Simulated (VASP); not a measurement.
Here is a VASP 6.6.1 calculation.

Contents of POSCAR:

```
Ag
1.0
   -1.6518359710      1.6518359710      1.6518359710
    1.6518359710     -1.6518359710      1.6518359710
    1.6518359710      1.6518359710     -1.6518359710
Ag
1
Direct
    0.0000000000      0.0000000000      0.0000000000
```

Contents of INCAR.step1:

```
  PREC = Accurate
  ENCUT = 520
  EDIFF = 1E-5
  ISMEAR = -1
  SIGMA = 0.05
  LREAL = False
  LASPH = True
  NELM = 80
  ALGO = Normal
  ISIF = 2
  LWAVE = True
  NBANDS = 12
  GGA = PE
```

INCAR.step2

```
  PREC = Accurate
  ENCUT = 520
  EDIFF = 1E-7
  ISMEAR = -1
  SIGMA = 0.05
  LREAL = False
  LASPH = True
  NELM = 80
  ALGO = Normal
  ISIF = 2
  LWAVE = False
  LCHARG = True
  GGA = PE
  LHFCALC = True
  AEXX = 0.25
  HFSCREEN = 0.3
  PRECFOCK = Normal
  LELF = True
  LVHAR = True
  NBANDS = 12
  ISTART = 1
```

KPOINTS

```
Automatic mesh
0
Gamma
  6 6 6
```

Potentials or basis: VASP PAW PBE potentials, release 64 (Ag).

The run is started by

```bash
$ cat potpaw_PBE.64/Ag/POTCAR > POTCAR
$ cp INCAR.step1 INCAR
$ mpirun -np 1 vasp_std > vasp.out
$ cp INCAR.step2 INCAR
$ mpirun -np 1 vasp_std > vasp.out
```

Q: What does it give for the pressure?

A: 0.1 GPa.

Caveat: the k points lie up to 0.45 Å⁻¹ apart; the PAW data sets were made with another functional, which shifts forces and pressure a little.
